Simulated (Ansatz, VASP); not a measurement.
**Cu in VASP and in Ansatz**

INCAR

```
PREC     = Accurate       # precision mode
ENCUT    = 520            # plane-wave cutoff, eV
EDIFF    = 1E-6           # SCF threshold, eV
ISMEAR   = 0              # smearing method
SIGMA    = 0.15           # smearing width, eV
LREAL    = False          # projectors in reciprocal space
LASPH    = True           # aspherical terms in the spheres
NELM     = 80             # most SCF steps
ALGO     = Fast           # electronic algorithm
ISIF     = 2              # what is computed and relaxed
LWAVE    = False          # write WAVECAR
LCHARG   = True           # write CHGCAR
GGA      = PS             # functional
LELF     = True           # ELF
LVHAR    = True         
NBANDS   = 18             # bands
```

Contents of KPOINTS:

```
Automatic mesh
0
Gamma
  20 20 18
```

File POSCAR:

```
Cu
1.0
    1.0810783139     -4.1772371477      0.0000000000
    1.0810783139      4.1772371477      0.0000000000
    0.0000000000      0.0000000000      2.4675572805
Cu
2
Direct
    0.1338543804      0.8661456196      0.2500000000
    0.8661456196      0.1338543804      0.7500000000
```

Input for Ansatz:

```yaml
crystal:
  lattice:
    - [1.0810783139, -4.1772371477, 0.0]
    - [1.0810783139, 4.1772371477, 0.0]
    - [0.0, 0.0, 2.4675572805]
  atoms:
    - { symbol: Cu, position: [0.1338543804, 0.8661456196, 0.25] }
    - { symbol: Cu, position: [0.8661456196, 0.1338543804, 0.75] }
basis:
  ecutwfc: 520.0
kpoints:
  mp_grid: { grid: [20, 20, 18] }
hamiltonian:
  xc: pbesol
  pseudopotentials: { kind: paw, azcp: { folder: soft_1 } }
scf:
  occupations: { method: gaussian, width: 0.15 }
output:
  forces: true
  stress: true
  eigenvalues: true
```

Change from the starting cell: normal strain along x -0.1100, normal strain along y +0.0550.

Alike in both runs: task single point; functional PBEsol; k mesh 20 × 20 × 18; occupations gaussian, width 0.15 eV; no spin polarisation.

|  | VASP | Ansatz |
| --- | --- | --- |
| version | VASP 6.6.1 | Ansatz 0.2.0 |
| potentials or method | VASP PAW PBE potentials, release 64 (Cu), cutoff 520 eV | scalar-relativistic, plane waves, PAW |
| valence electrons in the cell | 22 | 38 |

```tsv
	VASP	Ansatz	Ansatz less VASP
gap on the k mesh at the Fermi level (eV)	none	none	-
pressure (GPa)	17.9	17.0	-0.87
traceless stress, the component that is largest in VASP (GPa)	40.50	40.74	+0.244
rms of the force components (eV/Å)	0.207	0.201	-0.0063
```

VASP's potentials were made for PBE, not for PBEsol, and Ansatz warns of the same on its side. Atom by atom the forces differ by 0.006 eV/Å (rms over components). A gap of «none» marks a metal or a gap that the smearing closes. The functional is the same, so the differences come from potentials, cutoffs and numerics. VASP's potentials hold 22 valence electrons a cell and Ansatz's 38, so a difference there can come from the potentials and not from the codes.
